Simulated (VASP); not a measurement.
# Al (a cell with a defect) in VASP: single point with PBE

Aim: the single point of Al (a cell with a defect) with PBE.

Program: VASP 6.6.1. These are calculated values, not measurements. Logs are shortened: lines on timing, memory, paths and dates and some standing lists are left out, and cuts for length are marked.

## Step 1: The cell of the first run

The cell holds a defect, 33 atoms: a = 8.100 Å, b = 8.100 Å, c = 8.100 Å, α = 90.00°, β = 90.00°, γ = 90.00°.

## Step 2: Single point, PBE

Contents of INCAR:

```
  PREC = Accurate
  ENCUT = 520
  EDIFF = 1E-7
  ISMEAR = 0
  SIGMA = 0.05
  LREAL = Auto
  LASPH = T
  NELM = 100
  ALGO = Normal
  ISIF = 2
  LWAVE = F
  LCHARG = F
  GGA = PE
  NBANDS = 72
```

Contents of KPOINTS:

```
Automatic mesh
0
Gamma
  2 2 2
```

Contents of POSCAR:

```
Al
1.0
    8.1000000000      0.0000000000      0.0000000000
    0.0000000000      8.1000000000      0.0000000000
    0.0000000000      0.0000000000      8.1000000000
Al
33
Direct
    0.5009341975      0.0162550617      0.0128272840
    0.7546471605      0.2509208642     -0.0000544444
    0.7527127160      0.0043350617      0.2481565432
    0.0055693827      0.0032046914     -0.0047228395
    0.2509141975      0.2510909877     -0.0034451852
    0.5010197531      0.4875838272      0.0100503704
    0.7696224691      0.7504355556      0.0025785185
    0.2472435802      0.0071937037      0.2480222222
    0.4995849383      0.2489087654      0.2442156790
    0.7502120988      0.4957517284      0.2483932099
    0.5099466667      0.0355520988      0.4952380247
    0.7594386420      0.2496390123      0.5021312346
    0.7540764198      0.0031479012      0.7534522222
    0.0052749383      0.4968788889     -0.0061172840
    0.2423250617      0.7501675309      0.0067643210
    0.0005183951      0.2519930864      0.2459022222
    0.2495729630      0.4975508642      0.2521067901
    0.5029550617      0.7515100000      0.2360859259
   -0.0103527160      0.0200769136      0.5008712346
    0.2462886420      0.2485117284      0.5004679012
    0.5111198765      0.4515317284      0.4946672840
    0.7611291358      0.7514348148      0.4991832099
    0.2600690123     -0.0056051852      0.7433395062
    0.5038738272      0.2476202469      0.7584935802
    0.7508207407      0.4993602469      0.7518314815
   -0.0197411111      0.7464733333      0.2247700000
   -0.0069814815      0.4864807407      0.5000787654
    0.1586790123      0.7586396296      0.4659233333
    0.0055180247      0.2509177778      0.7513508642
    0.2600813580      0.5016714815      0.7446962963
    0.5179466667      0.7559303704      0.8336766667
    0.0024132099      0.7500060494      0.7535241975
    0.4367000000      0.7398324691      0.5528293827
```

Potentials or basis: VASP PAW PBE potentials, release 64 (Al).

Run with:

```console
cat potpaw_PBE.64/Al/POTCAR > POTCAR
mpirun -np 1 vasp_std > vasp.out
```

OUTCAR:

```text
PREC = Accurate
   ENCUT = 520
   EDIFF = 1E-7
   ISMEAR = 0
   LREAL = Auto
   LASPH = T
   NELM = 100
   ISIF = 2
   GGA = PE

 ion  position               nearest neighbor table
   1  0.501  0.016  0.013-  31 2.56   9 2.66   5 2.78  24 2.79   3 2.79   2 2.80   8 2.80  18 2.81
                            23 2.93  13 2.94  15 3.01   7 3.06
   2  0.755  0.251  1.000-   1 2.80   6 2.81  16 2.82  24 2.82  10 2.83  13 2.83   3 2.83  25 2.84
                            14 2.84   4 2.86   9 2.86  29 2.86
   3  0.753  0.004  0.248-  26 2.79   1 2.79  19 2.81  11 2.82   2 2.83  16 2.84   9 2.85  12 2.86
                             7 2.86  18 2.88  22 2.89   4 2.90
   4  0.006  0.003  0.995-  26 2.80   7 2.80  15 2.81  29 2.82   5 2.83  13 2.83   8 2.83  32 2.84
                             2 2.86  16 2.86   3 2.90  23 2.90
   5  0.251  0.251  0.997-   1 2.78   6 2.79  29 2.81  24 2.81  14 2.81   4 2.83   8 2.84   9 2.84
                            16 2.86  17 2.88  30 2.88  23 2.92
   6  0.501  0.488  0.010-  31 2.60   9 2.71   5 2.79  10 2.79   2 2.81  18 2.81  24 2.82  17 2.83
                            30 2.91  25 2.91  15 2.99   7 3.04
   7  0.770  0.750  0.003-  31 2.46  26 2.48  32 2.76   4 2.80  14 2.80   3 2.86  18 2.87  10 2.87
                            13 2.88  25 2.88   6 3.04   1 3.06
   8  0.247  0.007  0.248-  28 2.77   1 2.80  16 2.82  20 2.83   9 2.83   4 2.83   5 2.84  15 2.86
                            19 2.93  18 2.93  11 2.93  26 3.03
   9  0.500  0.249  0.244-  21 2.61   1 2.66  11 2.67   6 2.71   8 2.83   5 2.84  10 2.85   3 2.85
                            17 2.86   2 2.86  20 2.92  12 2.97
  10  0.750  0.496  0.248-  26 2.76   6 2.79  21 2.80   2 2.83  16 2.83  27 2.83   9 2.85  12 2.86
                             7 2.87  18 2.88  22 2.90  14 2.92
  11  0.510  0.036  0.495-  33 2.51  12 2.66   9 2.67  24 2.74  20 2.75   3 2.82  23 2.87  13 2.89
                             8 2.93  22 3.07  18 3.11
  12  0.759  0.250  0.502-  21 2.59  19 2.63  11 2.66  27 2.69  29 2.84  16 2.85  13 2.85   3 2.86
                            25 2.86  10 2.86  24 2.93   9 2.97
  13  0.754  0.003  0.753-  19 2.80   4 2.83   2 2.83  24 2.83  31 2.84  12 2.85  29 2.86  32 2.87
                             7 2.88  11 2.89  22 2.90   1 2.94
  14  0.005  0.497  0.994-  26 2.76  29 2.80   7 2.80  15 2.81   5 2.81  32 2.83  25 2.84   2 2.84
                            16 2.85  17 2.88  30 2.89  10 2.92
  15  0.242  0.750  0.007-  31 2.64  26 2.76   4 2.81  14 2.81  18 2.81  32 2.83  17 2.85   8 2.86
                            23 2.91  30 2.93   6 2.99   1 3.01
  16  0.001  0.252  0.246-  19 2.79  27 2.80   8 2.82   2 2.82  10 2.83  17 2.83   3 2.84  14 2.85
                            12 2.85   4 2.86   5 2.86  20 2.87
  17  0.250  0.498  0.252-   6 2.83  28 2.83  16 2.83  20 2.85  15 2.85   9 2.86   5 2.88  14 2.88
                            27 2.89  18 2.91  21 2.91  26 2.98
  18  0.503  0.752  0.236-  33 2.62   1 2.81  15 2.81   6 2.81   7 2.87   3 2.88  10 2.88  17 2.91
                             8 2.93  22 2.99  11 3.11  21 3.21  31 3.26  28 3.35
  19  0.990  0.020  0.501-  28 2.54  12 2.63  29 2.76  20 2.78  16 2.79  13 2.80   3 2.81  22 2.86
                             8 2.93  23 2.95  32 3.00  26 3.15
  20  0.246  0.249  0.500-  21 2.70  11 2.75  19 2.78  27 2.81  29 2.82   8 2.83  17 2.85  23 2.85
                            30 2.85  16 2.87   9 2.92  24 2.95
  21  0.511  0.452  0.495-  33 2.46  12 2.59   9 2.61  24 2.70  20 2.70  10 2.80  25 2.87  30 2.90
                            17 2.91  22 3.16  18 3.21
  22  0.761  0.751  0.499-  33 2.67  32 2.84  26 2.84  27 2.85  19 2.86   3 2.89  25 2.89  13 2.90
                            10 2.90  18 2.99  11 3.07  21 3.16  28 3.23  31 3.35
  23  0.260  0.994  0.743-  20 2.85  24 2.85  11 2.87  32 2.88   4 2.90  15 2.91   5 2.92  29 2.93
                             1 2.93  31 2.94  33 2.95  19 2.95  28 3.06
  24  0.504  0.248  0.758-  21 2.70  11 2.74   1 2.79   5 2.81   6 2.82   2 2.82  13 2.83  23 2.85
                            30 2.85  25 2.86  12 2.93  20 2.95
  25  0.751  0.499  0.752-  27 2.83   2 2.84  14 2.84  24 2.86  12 2.86  21 2.87  32 2.88   7 2.88
                            29 2.88  31 2.88  22 2.89   6 2.91
  26  0.980  0.746  0.225-  28 2.43   7 2.48  15 2.76  14 2.76  10 2.76   3 2.79   4 2.80  22 2.84
                            17 2.98   8 3.03  27 3.07  19 3.15
  27  0.993  0.486  0.500-  28 2.60  12 2.69  29 2.79  16 2.80  20 2.81  25 2.83  10 2.83  22 2.85
                            17 2.89  30 2.94  32 2.96  26 3.07
  28  0.159  0.759  0.466-  33 2.36  26 2.43  19 2.54  27 2.60  32 2.65   8 2.77  17 2.83  23 3.06
                            30 3.18  22 3.23  18 3.35
  29  0.006  0.251  0.751-  19 2.76  27 2.79  14 2.80   5 2.81   4 2.82  20 2.82  12 2.84  13 2.86
                             2 2.86  25 2.88  30 2.89  23 2.93
  30  0.260  0.502  0.745-  20 2.85  24 2.85  33 2.86   5 2.88  14 2.89  29 2.89  21 2.90  32 2.90
                             6 2.91  15 2.93  27 2.94  31 3.02  28 3.18
  31  0.518  0.756  0.834-  33 2.37   7 2.46   1 2.56   6 2.60  15 2.64  13 2.84  25 2.88  23 2.94
                            30 3.02  18 3.26  22 3.35
  32  0.002  0.750  0.754-  28 2.65   7 2.76  15 2.83  14 2.83   4 2.84  22 2.84  13 2.87  25 2.88
                            23 2.88  30 2.90  27 2.96  19 3.00
  33  0.437  0.740  0.553-  28 2.36  31 2.37  21 2.46  11 2.51  18 2.62  22 2.67  30 2.86  23 2.95

  LATTYP: Found a simple cubic cell.
 ALAT       =     8.1000000000

  Lattice vectors:
[... 145 lines left out ...]

 Found      8 irreducible k-points:

 Following reciprocal coordinates:
            Coordinates               Weight
  0.000000  0.000000  0.000000      1.000000
  0.500000  0.000000  0.000000      1.000000
  0.000000  0.500000  0.000000      1.000000
  0.000000  0.000000  0.500000      1.000000
  0.500000  0.500000  0.000000      1.000000
  0.000000  0.500000  0.500000      1.000000
  0.500000  0.000000  0.500000      1.000000
  0.500000  0.500000  0.500000      1.000000
   k-points           NKPTS =      8   k-points in BZ     NKDIM =      8   number of bands    NBANDS=     72
   number of dos      NEDOS =    301   number of ions     NIONS =     33
   total plane-waves  NPLWV = 216000
   dimension x,y,z NGX =    60 NGY =   60 NGZ =   60
   dimension x,y,z NGXF=   120 NGYF=  120 NGZF=  120
   ions per type =              33
   NGX,Y,Z   is equivalent  to a cutoff of  12.31, 12.31, 12.31 a.u.
   NGXF,Y,Z  is equivalent  to a cutoff of  24.63, 24.63, 24.63 a.u.
 SYSTEM =  unknown system
   PREC   = accura    normal or accurate (medium, high low for compatibility)
   ISTART =      0    job   : 0-new  1-cont  2-samecut
   ICHARG =      2    charge: 1-file 2-atom 10-const
   ISPIN  =      1    spin polarized calculation?
   LNONCOLLINEAR =      F non collinear calculations
   LSORBIT =      F    spin-orbit coupling
   LASPH  =      T    aspherical Exc in radial PAW
   ENCUT  =  520.0 eV  38.22 Ry    6.18 a.u.  15.06 15.06 15.06*2*pi/ulx,y,z
   NELM   =    100;   NELMIN=  2; NELMDL= -5     # of ELM steps
   EDIFF  = 0.1E-06   stopping-criterion for ELM
   LREAL  =      T    real-space projection
   EDIFFG = 0.1E-05   stopping-criterion for IOM
   NSW    =      0    number of steps for IOM
   IBRION =     -1    ionic relax: 0-MD 1-quasi-New 2-CG
   NFREE  =      0    steps in history (QN), initial steepest desc. (CG)
   ISIF   =      2    stress and relaxation
   ISYM   =      2    0-nonsym 1-usesym 2-fastsym
   POTIM  = 0.5000    time-step for ionic-motion
   TEBEG  =    0.0;   TEEND  =   0.0 temperature during run
   PSTRESS=    0.0 pullay stress
   NELECT =      99.0000    total number of electrons
   NUPDOWN=      -1.0000    fix difference up-down
   EMIN   =  10.00;   EMAX   =-10.00  energy-range for DOS
   EFERMI =   0.00;   METHOD = LEGACY
   ISMEAR =     0;   SIGMA  =   0.05  broadening in eV -4-tet -1-fermi 0-gaus
   EFERMI_NEDOS =   21; number of points for ismear=-14 and -15
   IALGO  =     38    algorithm
   IMIX   =      4    mixing-type and parameters
     AMIX     =   0.40;   BMIX     =  1.00
     AMIX_MAG =   1.60;   BMIX_MAG =  1.00
  volume/ion in A,a.u.               =      16.10       108.68
  Fermi-wavevector in a.u.,A,eV,Ry     =   0.934978  1.766853 11.894002  0.874184
  Thomas-Fermi vector in A             =   2.061839
   LORBIT       =      0    0 simple, 1 ext, 2 COOP (PROOUT), +10 PAW based schemes
   GGA     = PE    functional components
   LHFCALC =     F    Hartree Fock is set to
   AEXX    =    0.0000 exact exchange contribution
   IVDW    =     0    specifies the selected vdW correction
   LEPSILON=     F    determine dielectric tensor
   LRPA    =     F    only Hartree local field effects (RPA)
 non-spin polarized calculation
 Gauss-broadening in eV      SIGMA  =   0.05
  energy-cutoff  :      520.00
  volume of cell :      531.44
 maximum number of plane-waves:     14400
   NGX = 31   NGY = 31   NGZ = 31

 number of electron      99.0000000 magnetization

 Free energy of the ion-electron system (eV)
  ---------------------------------------------------
  ext. energy  EPLUGINS =         0.00000000
  ---------------------------------------------------
  free energy    TOTEN  =      -121.23909593 eV

  energy without entropy =     -121.22137734  energy(sigma->0) =     -121.23023663

 E-fermi :   7.8571     XC(G=0): -10.2727

 val. band max:        7.8314713861   @ k =   0.0000   0.0000   0.0000
 cond. band min:       7.8656288451   @ k =   0.0000   0.5000   0.0000
 fundamental gap:      0.0341574590
 Fermi energy:         7.8570925422

 k-point     1 :       0.0000    0.0000    0.0000
  band No.  band energies     occupation
      1      -3.0753      2.00000
      2      -1.0395      2.00000
      3      -0.9802      2.00000
      4      -0.8722      2.00000
      5      -0.7247      2.00000
      6      -0.7161      2.00000
[... 501 lines left out ...]
     60      11.1565      0.00000
     61      11.2084      0.00000
 [bands above 61 left out]

------------------------ aborting loop because EDIFF is reached ----------------------------------------

  FORCE on cell =-STRESS in cart. coord.  units (eV):
  Direction    XX          YY          ZZ          XY          YZ          ZX
  --------------------------------------------------------------------------------------
  -------------------------------------------------------------------------------------
  Total       16.5861969     14.7564519     16.7153288     -0.6083106      0.4089182      4.5581404
  in kB       50.0037233     44.4874458     50.3930272     -1.8339223      1.2327981     13.7417873
  external PRESSURE =      48.2947321 kB  Pullay stress =       0.0000000 kB

 VOLUME and BASIS-vectors are now :
 -----------------------------------------------------------------------------
  energy-cutoff  :      520.00
  volume of cell :      531.44
      direct lattice vectors                 reciprocal lattice vectors
     8.100000000  0.000000000  0.000000000     0.123456790  0.000000000  0.000000000
     0.000000000  8.100000000  0.000000000     0.000000000  0.123456790  0.000000000
     0.000000000  0.000000000  8.100000000     0.000000000  0.000000000  0.123456790

 POSITION                                       TOTAL-FORCE (eV/Angst)
 -----------------------------------------------------------------------------------
      4.05757      0.13167      0.10390        -0.019108      0.023258     -0.015533
      6.11264      2.03246      8.09956        -0.018583      0.000051     -0.012553
      6.09697      0.03511      2.01007         0.009664     -0.006336     -0.022642
      0.04511      0.02596      8.06175        -0.008858     -0.024019      0.004126
      2.03240      2.03384      8.07209        -0.017483      0.008231     -0.027186
      4.05826      3.94943      0.08141        -0.021113     -0.036354      0.008831
[... 25 lines left out ...]
      0.01955      6.07505      6.10355        -0.094946     -0.007731      0.107071
      3.53727      5.99264      4.47792         0.397701      0.051328     -0.341435
 -----------------------------------------------------------------------------------
    total drift:                                0.014713     -0.013400      0.026630

  FREE ENERGIE OF THE ION-ELECTRON SYSTEM (eV)
  ---------------------------------------------------
  free  energy   TOTEN  =      -121.2390959294 eV

  energy  without entropy=     -121.2213773384  energy(sigma->0) =     -121.23023663
```

Run time: 4.8 min. Hardware: 1 thread of Intel Xeon 6975P-C (Granite Rapids), shared host; peak memory 0.55 GiB.

Results:

```yaml
Free_energy: -121.2391 eV
Pressure: 4.8 GPa
Largest_force: 0.527 eV/Å
Band_gap_on_the_k_mesh: zero (an odd number of electrons rules out a gap without spin polarisation)
```

Forces on the atoms (eV/Å):
```
Al  -0.019  0.023 -0.016
Al  -0.019  0.000 -0.013
Al   0.010 -0.006 -0.023
Al  -0.009 -0.024  0.004
Al  -0.017  0.008 -0.027
Al  -0.021 -0.036  0.009
Al  -0.031 -0.009  0.004
Al  -0.009 -0.079  0.074
Al  -0.032 -0.007 -0.043
Al   0.015  0.013 -0.015
Al   0.015  0.173 -0.029
Al   0.034 -0.010  0.009
Al  -0.082 -0.034 -0.007
Al  -0.002  0.029  0.020
Al  -0.100 -0.005  0.068
Al   0.018  0.000  0.017
Al   0.003  0.051  0.060
Al   0.089  0.007 -0.201
Al  -0.024  0.006  0.016
Al  -0.051 -0.011  0.025
Al  -0.023 -0.114 -0.002
Al   0.156  0.007 -0.049
Al   0.025 -0.105 -0.061
Al  -0.040  0.000  0.016
Al  -0.054  0.025 -0.009
Al   0.074  0.039  0.022
Al  -0.040 -0.031  0.029
Al  -0.006 -0.074  0.375
Al   0.005  0.010  0.006
Al   0.050  0.164 -0.086
Al  -0.214 -0.053  0.061
Al  -0.095 -0.008  0.107
Al   0.398  0.051 -0.341
```

Stress tensor (GPa, compression positive):
```
 5.00 -0.18  1.37
-0.18  4.45  0.12
 1.37  0.12  5.04
```

Levels at points of the mesh, in eV from the Fermi level:
```tsv
k point	band 47	band 48	band 49	band 50	band 51	band 52
(0.00, 0.00, 0.00)	0.02	0.20	0.50	0.54	0.57	0.64
(0.50, 0.00, 0.00)	-0.24	-0.20	-0.15	-0.06	0.07	0.19
(0.00, 0.50, 0.00)	-0.17	-0.15	-0.11	-0.03	0.01	0.20
(0.00, 0.00, 0.50)	-0.26	-0.20	-0.10	-0.04	0.05	0.19
(0.50, 0.50, 0.00)	-0.34	-0.23	0.64	0.74	0.91	0.95
(0.00, 0.50, 0.50)	-0.34	-0.24	0.63	0.73	0.91	0.95
(0.50, 0.00, 0.50)	-0.33	-0.20	0.72	0.75	0.92	0.93
(0.50, 0.50, 0.50)	-0.54	-0.50	-0.48	-0.46	-0.43	-0.42
```

Caveat: the k points lie up to 0.39 Å⁻¹ apart, too coarse for converged energies and pressures of a metal.
